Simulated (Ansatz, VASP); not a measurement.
# KCl in VASP and in Ansatz

```
K Cl
1.0
     0.00000    3.12535    3.12535
     3.12535    0.00000    3.12535
     3.12535    3.12535    0.00000
K Cl
1 1
Direct
  0.00000 0.00000 0.00000
  0.50000 0.50000 0.50000
```

Change from the starting cell: volume scaled by 0.98.

Alike in both runs: task single point; functional LDA; k mesh 7 × 7 × 7; occupations fermi-dirac, width 0.05 eV; no spin polarisation.

|  | VASP | Ansatz |
| --- | --- | --- |
| version | VASP 6.6.1 | Ansatz 0.2.0 |
| potentials or method | VASP PAW LDA potentials, release 64 (K_sv, Cl), cutoff 520 eV | all-electron LAPW, scalar-relativistic |

VASP gave:

```
gap on the k mesh at the Fermi level (eV) : 4.81
least direct gap on the mesh (eV)         : 4.81
pressure (GPa)                            : -1.6
```

**Question.** What did Ansatz give for the same quantities?

**Answer.** gap on the k mesh at the Fermi level (eV): 4.81; least direct gap on the mesh (eV): 4.81; pressure (GPa): -1.7.

LDA's correlation is that of Perdew and Zunger in VASP and of Perdew and Wang (1992) in Ansatz. Ansatz ran all-electron here, and VASP with PAW potentials.
